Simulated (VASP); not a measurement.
# Ga7PdN8 (P3m1) in VASP: single point with PBEsol+U

Aim: the single point of Ga7PdN8 with PBEsol+U.

Program: VASP 6.6.1. These are calculated values, not measurements. Logs are shortened: lines on timing, memory, paths and dates and some standing lists are left out, and cuts for length are marked.

**1. The cell of the first run**

Symmetry: P3m1, No. 156, trigonal system. The conventional cell has a = 6.380 Å, b = 6.380 Å, c = 5.189 Å, α = 90.00°, β = 90.00°, γ = 120.00°. Within 2.8 Å of Pd (site symmetry 3m) lie 4 N at 2.08 to 2.11 Å. Ga (site symmetry m) has 4 N at 1.92 to 1.94 Å within 2.5 Å. Within 2.6 Å of Ga (site symmetry m) lie 4 N at 1.93 to 1.94 Å. Within 2.6 Å of Ga (site symmetry 3m) lie 4 N at 1.94 to 1.95 Å. Within 2.6 Å of N (site symmetry 3m) lie 3 Ga at 1.93 Å and 1 Pd at 2.11 Å. N (site symmetry m) has 4 Ga at 1.93 to 1.94 Å within 2.6 Å. N (site symmetry m) has 3 Ga at 1.92 to 1.93 Å and 1 Pd at 2.08 Å within 2.5 Å. Within 2.6 Å of N (site symmetry 3m) lie 4 Ga at 1.94 to 1.95 Å.

**2. Single point, PBEsol+U, collinear spin**

Input file INCAR:

```
SYSTEM = Ga7PdN8
PREC = Accurate
ENCUT = 700
EDIFF = 1E-6
ISMEAR = 0
SIGMA = 0.05
LREAL = Auto
LASPH = .TRUE.
NELM = 200
ALGO = Normal
ISIF = 2
LWAVE = .FALSE.
LCHARG = .FALSE.
ISPIN = 2
MAGMOM = 0.37 0 0 0 0 0 0 0 0.18 0.01 0.01 0.01 0.04 0.04 0.04 0
LORBIT = 11
LMAXMIX = 4
LDAU = .TRUE.
LDAUTYPE = 2
LDAUL = 2 -1 -1
LDAUU = 2 0 0
LDAUJ = 0 0 0
LDAUPRINT = 1
GGA = PS
NBANDS = 92
GGA_COMPAT = .FALSE.
```

Input file KPOINTS:

```
Automatic mesh
0
G
  3 3 3
  0 0 0
```

Input file POSCAR:

```
Ga7PdN8
1.0
    6.3800000000      0.0000000000      0.0000000000
   -3.1900000000      5.5252421000      0.0000000000
    0.0000000000      0.0000000000      5.1890000000
Pd Ga N
1 7 8
Direct
    0.3333333333      0.1666666667      0.9970661367
    0.3367868153      0.6683934076      0.0013916944
    0.8316065924      0.1632131847      0.0013916944
    0.8316065924      0.6683934076      0.0013916944
    0.1645381660      0.3354618340      0.4974567470
    0.1645381660      0.8290763319      0.4974567470
    0.6709236681      0.3354618340      0.4974567470
    0.6666666667      0.8333333333      0.4986304684
    0.3333333333      0.1666666667      0.4037776122
    0.3349280613      0.6674640307      0.3738691721
    0.8325359693      0.1650719387      0.3738691721
    0.8325359693      0.6674640307      0.3738691721
    0.1551430545      0.3448569455      0.8695298536
    0.1551430545      0.8102861089      0.8695298536
    0.6897138911      0.3448569455      0.8695298536
    0.6666666667      0.8333333333      0.8737833818
```

Potentials or basis: VASP PAW PBE potentials, release 64 (Pd_sv_GW, Ga_d, N).

Command:

```
cat potpaw_PBE.64/Pd_sv_GW/POTCAR potpaw_PBE.64/Ga_d/POTCAR potpaw_PBE.64/N/POTCAR > POTCAR
mpirun -np 1 vasp_std > vasp.out
```

OUTCAR:

```text
SYSTEM = Ga7PdN8
   PREC = Accurate
   ENCUT = 700
   EDIFF = 1E-6
   ISMEAR = 0
   LREAL = Auto
   LASPH = .TRUE.
   NELM = 200
   ISIF = 2
   ISPIN = 2
   LORBIT = 11
   GGA = PS

 ion  position               nearest neighbor table
   1  0.333  0.167  0.997-  13 2.08  15 2.08  14 2.08   9 2.11
   2  0.337  0.668  0.001-  14 1.92  13 1.92  10 1.93  16 1.94
   3  0.832  0.163  0.001-  15 1.92  13 1.92  11 1.93  16 1.94
   4  0.832  0.668  0.001-  14 1.92  15 1.92  12 1.93  16 1.94
   5  0.165  0.335  0.497-   9 1.93  13 1.93  11 1.94  10 1.94
   6  0.165  0.829  0.497-   9 1.93  14 1.93  10 1.94  12 1.94
[... 8 lines left out ...]
  15  0.690  0.345  0.870-   3 1.92   4 1.92   7 1.93   1 2.08
  16  0.667  0.833  0.874-   4 1.94   2 1.94   3 1.94   8 1.95

  LATTYP: Found a hexagonal cell.
 ALAT       =     6.3800000000
 C/A-ratio  =     0.8133228840

  Lattice vectors:

 A1 = (   6.3800000000,   0.0000000000,   0.0000000000)
 A2 = (  -3.1900000000,   5.5252421000,   0.0000000000)
 A3 = (   0.0000000000,   0.0000000000,   5.1890000000)

Analysis of symmetry for initial positions (statically):
=====================================================================
 Subroutine PRICEL returns:
 Original cell was already a primitive cell.

 Routine SETGRP: Setting up the symmetry group for a
 hexagonal supercell.

 Subroutine GETGRP returns: Found  6 space group operations
 (whereof  2 operations were pure point group operations)
 out of a pool of 24 trial point group operations.

The static configuration has the point symmetry C_1h.
 The point group associated with its full space group is C_3v.

Analysis of symmetry for dynamics (positions and initial velocities):
=====================================================================
 Subroutine PRICEL returns:
 Original cell was already a primitive cell.

 Routine SETGRP: Setting up the symmetry group for a
 hexagonal supercell.

 Subroutine GETGRP returns: Found  6 space group operations
 (whereof  2 operations were pure point group operations)
 out of a pool of 24 trial point group operations.

The dynamic configuration has the point symmetry C_1h.
 The point group associated with its full space group is C_3v.

[... 202 lines left out ...]

 Free energy of the ion-electron system (eV)
  ---------------------------------------------------
  ext. energy  EPLUGINS =         0.00000000
  ---------------------------------------------------
  free energy    TOTEN  =       -99.48016911 eV

  energy without entropy =      -99.47834620  energy(sigma->0) =      -99.47925765

 E-fermi :   6.3280     XC(G=0): -12.0241

 val. band max:        6.3049703277   @ k =   0.3333   0.3333   0.0000
 cond. band min:       6.4315954523   @ k =   0.3333  -0.0000   0.3333
 fundamental gap:      0.1266251246
 Fermi energy:         6.3279540386

 spin component 1

 k-point     1 :       0.0000    0.0000    0.0000
  band No.  band energies     occupation
      1     -78.2743      1.00000
      2     -44.1135      1.00000
      3     -44.0172      1.00000
      4     -44.0172      1.00000
      5     -10.6708      1.00000
      6      -9.7489      1.00000
[... 612 lines left out ...]
     85      12.5018      0.00000
     86      12.6748      0.00000
 Fermi energy:         6.3279540386

 spin component 2

 k-point     1 :       0.0000    0.0000    0.0000
  band No.  band energies     occupation
      1     -78.2744      1.00000
      2     -44.1136      1.00000
      3     -44.0172      1.00000
      4     -44.0172      1.00000
      5     -10.6708      1.00000
      6      -9.7489      1.00000
[... 612 lines left out ...]
     85      12.5018      0.00000
     86      12.6748      0.00000
 [bands above 86 left out]

------------------------ aborting loop because EDIFF is reached ----------------------------------------

  FORCE on cell =-STRESS in cart. coord.  units (eV):
  Direction    XX          YY          ZZ          XY          YZ          ZX
  --------------------------------------------------------------------------------------
  -------------------------------------------------------------------------------------
  Total        3.8882295      3.8882296      2.2992742      0.0000000     -0.0000000      0.0000000
  in kB       34.0570333     34.0570336     20.1393606      0.0000000     -0.0000000      0.0000000
  external PRESSURE =      29.4178092 kB  Pullay stress =       0.0000000 kB

 VOLUME and BASIS-vectors are now :
 -----------------------------------------------------------------------------
  energy-cutoff  :      700.00
  volume of cell :      182.92
      direct lattice vectors                 reciprocal lattice vectors
     6.380000000  0.000000000  0.000000000     0.156739812  0.090493772  0.000000000
    -3.190000000  5.525242100  0.000000000     0.000000000  0.180987544  0.000000000
     0.000000000  0.000000000  5.189000000     0.000000000  0.000000000  0.192715359

 POSITION                                       TOTAL-FORCE (eV/Angst)
 -----------------------------------------------------------------------------------
      1.59500      0.92087      5.17378        -0.000000      0.000000     -0.916663
      0.01652      3.69304      0.00722        -0.032725     -0.018894      0.016019
      4.78500      0.90179      0.00722        -0.000000      0.037787      0.016019
      3.17348      3.69304      0.00722         0.032725     -0.018894      0.016019
     -0.02037      1.85351      2.58130        -0.145969      0.084275      0.057567
     -1.59500      4.58085      2.58130         0.000000     -0.168551      0.057567
[... 8 lines left out ...]
      3.30028      1.90542      4.51199         0.091140      0.052619      0.232383
      1.59500      4.60437      4.53406        -0.000000     -0.000000     -0.012453
 -----------------------------------------------------------------------------------
    total drift:                               -0.000002     -0.000001     -0.003576

  FREE ENERGIE OF THE ION-ELECTRON SYSTEM (eV)
  ---------------------------------------------------
  free  energy   TOTEN  =       -99.4801691057 eV

  energy  without entropy=      -99.4783461980  energy(sigma->0) =      -99.47925765

 total charge

# of ion       s       p       d       f       tot
--------------------------------------------------
    1        2.162   6.125   7.374   0.021  15.682
    2        0.795   0.939  10.200   0.000  11.934
    3        0.795   0.939  10.200   0.000  11.934
    4        0.795   0.939  10.200   0.000  11.934
    5        0.792   0.918  10.193   0.000  11.903
    6        0.792   0.918  10.193   0.000  11.903
[... 8 lines left out ...]
   15        1.237   2.427   0.000   0.000   3.664
   16        1.213   2.490   0.000   0.000   3.704
--------------------------------------------------
tot         17.502  32.282  78.741   0.021 128.547

 magnetization (x)

# of ion       s       p       d       f       tot
--------------------------------------------------
    1       -0.000  -0.000  -0.000  -0.000  -0.000
    2        0.000   0.000   0.000   0.000   0.000
    3        0.000   0.000   0.000   0.000   0.000
    4        0.000   0.000   0.000   0.000   0.000
    5        0.000   0.000   0.000   0.000   0.000
    6        0.000   0.000   0.000   0.000   0.000
[... 8 lines left out ...]
   15        0.000  -0.000   0.000   0.000  -0.000
   16       -0.000   0.000   0.000   0.000  -0.000
--------------------------------------------------
tot         -0.000  -0.000  -0.000  -0.000  -0.000
```

stdout:

```text
POSCAR found type information on POSCAR PdGaN
 POSCAR found :  3 types and      16 ions
 scaLAPACK will be used
 -----------------------------------------------------------------------------
|                                                                             |
|                                                                             |
|     You enforced a specific xc type in the INCAR file but a different       |
|     I HOPE YOU KNOW WHAT YOU ARE DOING!                                     |
|                                                                             |
 -----------------------------------------------------------------------------

 LDA part: xc-table for (Slater+PW92), standard interpolation
 POSCAR, INCAR and KPOINTS ok, starting setup
 FFT: planning ... GRIDC
 FFT: planning ... GRID_SOFT
 FFT: planning ... GRID
 WAVECAR not read
 entering main loop
```

It took 11 min on 1 thread of Intel Xeon Platinum 8488C (Sapphire Rapids), shared host; peak memory 0.64 GiB.

Results:

```yaml
Free_energy: -99.4802 eV
Pressure: 2.9 GPa
Largest_force: 0.917 eV/Å
Net_moment: 0.00 μB per cell
Valence_electrons_inside_the_program's_atomic_spheres: Pd 15.68; Ga 11.93, 11.90, 11.89 (each value once); N 3.65, 3.71, 3.66, 3.70 (each value once)
```

Forces on the atoms (eV/Å):
```
Pd   0.000  0.000 -0.917
Ga  -0.033 -0.019  0.016
Ga   0.000  0.038  0.016
Ga   0.033 -0.019  0.016
Ga  -0.146  0.084  0.058
Ga   0.000 -0.169  0.058
Ga   0.146  0.084  0.058
Ga   0.000  0.000 -0.001
N    0.000  0.000  0.005
N    0.042  0.024  0.002
N    0.000 -0.048  0.002
N   -0.042  0.024  0.002
N   -0.091  0.053  0.232
N    0.000 -0.105  0.232
N    0.091  0.053  0.232
N    0.000  0.000 -0.012
```

Levels at points of the mesh, in eV from the Fermi level:
Spin up:
```tsv
k point	band 70	band 71	band 72	band 73	band 74	band 75	band 76	band 77	band 78	band 79
(0.00, 0.00, 0.00)	-1.69	-1.69	-1.44	-1.44	-0.35	0.48	0.48	1.01	3.32	4.19
```
Spin down:
| k point | band 71 | band 72 | band 73 | band 74 | band 75 | band 76 | band 77 | band 78 |
| --- | --- | --- | --- | --- | --- | --- | --- | --- |
| (0.00, 0.00, 0.00) | -1.69 | -1.44 | -1.44 | -0.35 | 0.48 | 0.48 | 1.01 | 3.32 |

Eigenvalues of the final occupation matrices:
| site | spin | trace | eigenvalues |
| --- | --- | --- | --- |
| site 1 d | 1 | 3.71 | 0.64 0.69 0.69 0.85 0.85 |
| site 1 d | 2 | 3.71 | 0.64 0.69 0.69 0.85 0.85 |

Caveat: the k points lie up to 0.40 Å⁻¹ apart; the PAW data sets were made with another functional, which shifts forces and pressure a little.
